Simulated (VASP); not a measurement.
**Hf4C: relaxation of cell and atoms with PBE**

Crystal: Hf4C.

```
Hf C
1.0
    -2.18369    2.18369    4.16000
     2.18369   -2.18369    4.16000
     2.18369    2.18369   -4.16000
Hf C
4 1
Direct
  0.75561 0.75561 0.00000
  0.50000 0.00000 0.50000
  0.00000 0.50000 0.50000
  0.24439 0.24439 0.00000
  0.00000 0.00000 0.00000
```

* Program: VASP 6.6.1
* Task: relaxation of cell and atoms
* Functional: PBE
* Potentials or basis: VASP PAW PBE potentials, release 64 (Hf_pv, C)
* Cutoff: 600 eV
* k mesh: 5 × 5 × 5
* Occupations: gaussian, width 0.2 eV
* Spin: no spin polarisation
* Dipole correction: no
* Further INCAR settings: ALGO = Normal; EDIFF = 1e-06; IBRION = 2; EDIFFG = -0.08; NSW = 36; ISIF = 3

```
Relaxed volume                         : 19.19 Å³/atom
Relaxed cell                           : a = 5.642 Å, b = 5.642 Å, c = 5.642 Å, α = 132.45°, β = 132.45°, γ = 69.52°
Space group after relaxing (to 0.05 Å) : I4/mmm (No. 139)
Energy gained by relaxing              : 350.3 meV/atom
Ionic steps                            : 11
Pressure after relaxing                : 0.1 GPa
Largest force after relaxing           : 0.035 eV/Å
Band gap on the k mesh                 : zero (band 22 reaches 4.93 eV, above the bottom of band 23 at 4.62 eV)
```

Forces in eV/Å, atoms in the order of the input:
```
Hf   0.000  0.000  0.035
Hf   0.000  0.000  0.000
Hf   0.000  0.000  0.000
Hf   0.000  0.000 -0.035
C    0.000  0.000  0.000
```

Stress tensor (GPa, compression positive):
```
0.12 0.00 0.00
0.00 0.12 0.00
0.00 0.00 0.00
```

Step by step:
| step | energy change (eV) | largest force (eV/Å) | pressure (GPa) | volume (Å³) |
| --- | --- | --- | --- | --- |
| 1 | 0.0000 | 2.0813 | 37.40 | 79.35 |
| 2 | 1.9850 | 1.7569 | -24.36 | 129.79 |
| 3 | -1.6496 | 0.9532 | -2.04 | 96.32 |
| 4 | -1.6627 | 0.8441 | -0.13 | 95.03 |
| 5 | -1.6634 | 0.8127 | 0.40 | 94.68 |
| 6 | -1.7102 | 0.4383 | -0.30 | 95.53 |
| 7 | -1.7304 | 0.0066 | -0.95 | 96.48 |
| 8 | -1.7474 | 0.0929 | 1.17 | 95.21 |
| 9 | -1.7476 | 0.0863 | 1.00 | 95.31 |
| 10 | -1.7488 | 0.1277 | -0.65 | 96.46 |
| 11 | -1.7515 | 0.0349 | 0.08 | 95.94 |

Final structure:
```
Hf C
1.0
    -2.27467    2.27467    4.63537
     2.27467   -2.27467    4.63537
     2.27467    2.27467   -4.63537
Hf C
4 1
Direct
  0.75984 0.75984 0.00000
  0.50000 0.00000 0.50000
  0.00000 0.50000 0.50000
  0.24016 0.24016 0.00000
  0.00000 0.00000 0.00000
```

Levels at points of the mesh, in eV from the Fermi level:
```csv
k point,band 19,band 20,band 21,band 22,band 23,band 24,band 25,band 26
"(0.00, 0.00, 0.00)",-1.79,-1.46,-0.29,-0.29,1.38,1.52,1.52,1.92
```

Wall time 7.7 min on 1 thread of Intel(R) Xeon(R) Platinum 8488C (Sapphire Rapids), on a shared host, peak memory 0.28 GiB.

Caveat: the k points lie up to 0.39 Å⁻¹ apart in the final cell; the volume moved by over 15 % at a fixed basis, so the end points are rough; spin-orbit coupling is left out, which moves the levels of the heavy elements; the relaxation stopped at a loose force limit of 0.08 eV/Å, so its end isn't a converged minimum.
